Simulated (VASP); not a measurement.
Crystal: RbBr.

```
Rb Br
1.0
     4.20718    0.07926    0.07926
     0.07926    4.20718    0.07926
     0.07926    0.07926    4.20718
Rb Br
1 1
Direct
  0.00000 0.00000 0.00000
  0.50000 0.50000 0.50000
```

This cell differs from its parent crystal: strain along [111] +5.8%.

Base run:

* Program: VASP 6.6.1
* Functional: HSE06
* Potentials or basis: VASP PAW PBE potentials, release 64 (Rb_sv, Br)
* Cutoff: 400 eV
* k mesh: 4 × 4 × 4
* Occupations: gaussian, width 0.01 eV
* Spin: no spin polarisation

Its results: band gap on the k mesh 5.07 eV (least direct gap 5.19 eV); pressure -0.4 GPa.

Task: The run is repeated on the same cell with these changes: functional from HSE06 to r2SCAN; cutoff from 400 eV to 550 eV; k mesh from 4 × 4 × 4 to 6 × 6 × 6. What comes out?

Result: Band gap on the k mesh 4.63 eV (least direct gap 4.74 eV); pressure -0.8 GPa.

Several settings changed at once.

Caveats: the PAW data sets were made with another functional, which shifts forces and pressure a little.

A k mesh can miss the band edges.
